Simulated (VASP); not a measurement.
# TeS2 (I4_1/amd) in VASP: a series of runs

TeS2 is run at these levels: PBE; tasks: single point, relaxation of cell and atoms.

Everything below comes from runs of VASP 6.6.1. Logs are shortened: lines on timing, memory, paths and dates and some standing lists are left out, and cuts for length are marked.

## 1. The cell of the first run

Symmetry: I4_1/amd, No. 141, tetragonal system. The conventional cell has a = 4.182 Å, b = 4.182 Å, c = 15.421 Å, α = 90.00°, β = 90.00°, γ = 90.00°. Within 4.2 Å of Te (site symmetry -4m2) lie 12 S at 3.13 to 3.33 Å and 4 Te at 4.18 Å. S (site symmetry 2mm) has 3 S at 2.24 to 3.05 Å and 6 Te at 3.13 to 3.33 Å within 3.4 Å.

## 2. Single point, PBE

INCAR

```
PREC = Accurate ; ENCUT = 520
EDIFF = 1E-7 ; ISMEAR = 0
SIGMA = 0.1 ; LREAL = F
LASPH = T ; NELM = 60
ALGO = Normal ; ISIF = 2
LWAVE = F ; LCHARG = F
GGA = PE ; NBANDS = 27
```

KPOINTS

```
Automatic mesh
0
Gamma
  6 6 6
```

POSCAR

```
TeS2
1.0
   -2.0909928915      2.0909928915      7.7104924784
    2.0909928915     -2.0909928915      7.7104924784
    2.0909928915      2.0909928915     -7.7104924784
Te S
2 4
Direct
    0.0000000000      0.0000000000      0.0000000000
    0.7500000000      0.2500000000      0.5000000000
    0.4010966156      0.4010966156      0.0000000000
    0.1510966156      0.6510966156      0.5000000000
    0.3489033844      0.8489033844      0.5000000000
    0.5989033844      0.5989033844      0.0000000000
```

Potentials or basis: VASP PAW PBE potentials, release 64 (Te, S).

Started as:

```bash
$ cat potpaw_PBE.64/Te/POTCAR potpaw_PBE.64/S/POTCAR > POTCAR
$ mpirun -np 1 vasp_std > vasp.out
```

OUTCAR:

```text
PREC = Accurate
   ENCUT = 520
   EDIFF = 1E-7
   ISMEAR = 0
   LREAL = F
   LASPH = T
   NELM = 60
   ISIF = 2
   GGA = PE

 ion  position               nearest neighbor table
   1  0.000  0.000  0.000-   4 3.13   5 3.13   4 3.13   5 3.13
   2  0.750  0.250  0.500-   3 3.13   6 3.13   3 3.13   6 3.13
   3  0.401  0.401  0.000-   5 2.24   5 2.24   2 3.13   2 3.13
   4  0.151  0.651  0.500-   6 2.24   6 2.24   1 3.13   1 3.13
   5  0.349  0.849  0.500-   3 2.24   3 2.24   1 3.13   1 3.13
   6  0.599  0.599  0.000-   4 2.24   4 2.24   2 3.13   2 3.13

  LATTYP: Found a body centered tetragonal cell.
 ALAT       =     4.1819857830
 C/A-ratio  =     3.6874790487

  Lattice vectors:

 A1 = (  -2.0909928915,   2.0909928915,   7.7104924784)
 A2 = (   2.0909928915,  -2.0909928915,   7.7104924784)
 A3 = (   2.0909928915,   2.0909928915,  -7.7104924784)

Analysis of symmetry for initial positions (statically):
=====================================================================
 Subroutine PRICEL returns:
 Original cell was already a primitive cell.

 Routine SETGRP: Setting up the symmetry group for a
 body centered tetragonal supercell.

 Subroutine GETGRP returns: Found 16 space group operations
 (whereof  8 operations were pure point group operations)
 out of a pool of 16 trial point group operations.

The static configuration has the point symmetry D_2d.
 The point group associated with its full space group is D_4h.

Analysis of symmetry for dynamics (positions and initial velocities):
=====================================================================
 Subroutine PRICEL returns:
 Original cell was already a primitive cell.

 Routine SETGRP: Setting up the symmetry group for a
 body centered tetragonal supercell.

 Subroutine GETGRP returns: Found 16 space group operations
 (whereof  8 operations were pure point group operations)
 out of a pool of 16 trial point group operations.

The dynamic configuration has the point symmetry D_2d.
 The point group associated with its full space group is D_4h.

 Subroutine INISYM returns: Found 16 space group operations
 (whereof  8 operations are pure point group operations),
 and found     1 'primitive' translations

----------------------------------------------------------------------------------------

                                     Primitive cell

  volume of cell :     134.8488

[... 92 lines left out ...]
   LSORBIT =      F    spin-orbit coupling
   LASPH  =      T    aspherical Exc in radial PAW
   ENCUT  =  520.0 eV  38.22 Ry    6.18 a.u.  15.35 15.35 15.35*2*pi/ulx,y,z
   NELM   =     60;   NELMIN=  2; NELMDL= -5     # of ELM steps
   EDIFF  = 0.1E-06   stopping-criterion for ELM
   LREAL  =      F    real-space projection
   EDIFFG = 0.1E-05   stopping-criterion for IOM
   NSW    =      0    number of steps for IOM
   IBRION =     -1    ionic relax: 0-MD 1-quasi-New 2-CG
   NFREE  =      0    steps in history (QN), initial steepest desc. (CG)
   ISIF   =      2    stress and relaxation
   ISYM   =      2    0-nonsym 1-usesym 2-fastsym
   POTIM  = 0.5000    time-step for ionic-motion
   TEBEG  =    0.0;   TEEND  =   0.0 temperature during run
   PSTRESS=    0.0 pullay stress
   NELECT =      36.0000    total number of electrons
   NUPDOWN=      -1.0000    fix difference up-down
   EMIN   =  10.00;   EMAX   =-10.00  energy-range for DOS
   EFERMI =   0.00;   METHOD = LEGACY
   ISMEAR =     0;   SIGMA  =   0.10  broadening in eV -4-tet -1-fermi 0-gaus
   EFERMI_NEDOS =   21; number of points for ismear=-14 and -15
   IALGO  =     38    algorithm
   IMIX   =      4    mixing-type and parameters
     AMIX     =   0.40;   BMIX     =  1.00
     AMIX_MAG =   1.60;   BMIX_MAG =  1.00
  volume/ion in A,a.u.               =      22.47       151.67
  Fermi-wavevector in a.u.,A,eV,Ry     =   1.054128  1.992013 15.118595  1.111185
  Thomas-Fermi vector in A             =   2.189276
   LORBIT       =      0    0 simple, 1 ext, 2 COOP (PROOUT), +10 PAW based schemes
   GGA     = PE    functional components
   LHFCALC =     F    Hartree Fock is set to
   AEXX    =    0.0000 exact exchange contribution
   IVDW    =     0    specifies the selected vdW correction
   LEPSILON=     F    determine dielectric tensor
   LRPA    =     F    only Hartree local field effects (RPA)
 non-spin polarized calculation
 Gauss-broadening in eV      SIGMA  =   0.10
  energy-cutoff  :      520.00
  volume of cell :      134.85
 maximum number of plane-waves:      3652
 NGX is ok and might be reduce to    64
   NGX = 31   NGY = 31   NGZ = 31

 number of electron      36.0000001 magnetization

 Free energy of the ion-electron system (eV)
  ---------------------------------------------------
  ext. energy  EPLUGINS =         0.00000000
  ---------------------------------------------------
  free energy    TOTEN  =       -18.33719180 eV

  energy without entropy =      -18.32155543  energy(sigma->0) =      -18.32937362

 E-fermi :   6.2099     XC(G=0):  -9.9768

 val. band max:        6.1944434613   @ k =   0.0000   0.0000   0.0000
 cond. band min:       6.2273002607   @ k =  -0.1667   0.3333   0.1667
 fundamental gap:      0.0328567994
 Fermi energy:         6.2099179457

 k-point     1 :       0.0000    0.0000    0.0000
  band No.  band energies     occupation
      1      -9.8407      2.00000
      2      -9.2080      2.00000
      3      -5.3148      2.00000
      4      -4.0154      2.00000
      5      -3.7131      2.00000
      6      -3.1595      2.00000
[... 709 lines left out ...]
     26      11.9707      0.00000
     27      12.8335      0.00000

 [... further k-points ...]
[... 5 lines left out ...]
  --------------------------------------------------------------------------------------
  -------------------------------------------------------------------------------------
  Total       -0.0912761     -0.0912761     -0.1705827      0.0000000      0.0000000      0.0000000
  in kB       -1.0844774     -1.0844774     -2.0267418      0.0000000      0.0000000      0.0000000
  external PRESSURE =      -1.3985655 kB  Pullay stress =       0.0000000 kB

 VOLUME and BASIS-vectors are now :
 -----------------------------------------------------------------------------
  energy-cutoff  :      520.00
  volume of cell :      134.85
      direct lattice vectors                 reciprocal lattice vectors
    -2.090992892  2.090992892  7.710492478     0.000000000  0.239120851  0.064846701
     2.090992892 -2.090992892  7.710492478     0.239120851  0.000000000  0.064846701
     2.090992892  2.090992892 -7.710492478     0.239120851  0.239120851  0.000000000

 POSITION                                       TOTAL-FORCE (eV/Angst)
 -----------------------------------------------------------------------------------
      0.00000      0.00000      0.00000         0.000000      0.000000     -0.000000
      0.00000      2.09099      3.85525         0.000000      0.000000     -0.000000
      0.00000      0.00000      6.18530         0.000000      0.000000     -0.010981
      2.09099      0.00000      2.33006        -0.000000     -0.000000     -0.010981
      2.09099      0.00000      5.38043         0.000000      0.000000      0.010981
      0.00000      0.00000      9.23568        -0.000000     -0.000000      0.010981
 -----------------------------------------------------------------------------------
    total drift:                               -0.000000     -0.000000      0.000000

  FREE ENERGIE OF THE ION-ELECTRON SYSTEM (eV)
  ---------------------------------------------------
  free  energy   TOTEN  =       -18.3371918033 eV

  energy  without entropy=      -18.3215554313  energy(sigma->0) =      -18.32937362
```

OSZICAR:

```text
N       E                     dE             d eps       ncg     rms          rms(c)
DAV:   1     0.175515810521E+03    0.17552E+03   -0.14733E+04  1620   0.113E+03
DAV:   2    -0.500066493764E+01   -0.18052E+03   -0.17438E+03  2114   0.189E+02
DAV:   3    -0.184945964234E+02   -0.13494E+02   -0.13260E+02  2044   0.549E+01
DAV:   4    -0.186945288862E+02   -0.19993E+00   -0.19953E+00  1940   0.800E+00
DAV:   5    -0.186986189996E+02   -0.40901E-02   -0.40896E-02  2011   0.117E+00    0.221E+01
DAV:   6    -0.183408501689E+02    0.35777E+00   -0.79652E-01  1907   0.391E+00    0.129E+01
DAV:   7    -0.183430153531E+02   -0.21652E-02   -0.17462E-01  1903   0.202E+00    0.324E+00
DAV:   8    -0.183375632138E+02    0.54521E-02   -0.20152E-02  1833   0.780E-01    0.950E-01
DAV:   9    -0.183372199971E+02    0.34322E-03   -0.53812E-03  1931   0.328E-01    0.517E-01
DAV:  10    -0.183373013712E+02   -0.81374E-04   -0.10163E-03  1936   0.148E-01    0.872E-02
DAV:  11    -0.183371949122E+02    0.10646E-03   -0.33086E-04  1871   0.907E-02    0.101E-01
DAV:  12    -0.183371925896E+02    0.23226E-05   -0.72300E-05  1957   0.389E-02    0.281E-02
DAV:  13    -0.183371924346E+02    0.15500E-06   -0.56938E-06  1816   0.128E-02    0.155E-02
DAV:  14    -0.183371918686E+02    0.56602E-06   -0.60218E-07  1817   0.456E-03    0.177E-03
DAV:  15    -0.183371918033E+02    0.65310E-07   -0.14350E-07  1114   0.193E-03
   1 F= -.18337192E+02 E0= -.18329374E+02  d E =-.156364E-01
```

Run time: 7.1 min. Hardware: 1 thread of Intel Xeon Platinum 8259CL at 2.50GHz (Skylake/Cascade Lake), shared host; peak memory 0.56 GiB.

Results:

```yaml
Free_energy: -18.3372 eV
Pressure: -0.1 GPa
Largest_force: 0.011 eV/Å
Band_gap_on_the_k_mesh: zero (bands 18 and 19 overlap by 0.85 eV)
```

Forces in eV/Å, atoms in the order of the input:
```
Te   0.000  0.000  0.000
Te   0.000  0.000  0.000
S    0.000  0.000 -0.011
S    0.000  0.000 -0.011
S    0.000  0.000  0.011
S    0.000  0.000  0.011
```

Caveat: spin-orbit coupling is left out, which moves the levels of the heavy elements.

(Part 1 of 2 ends here.)
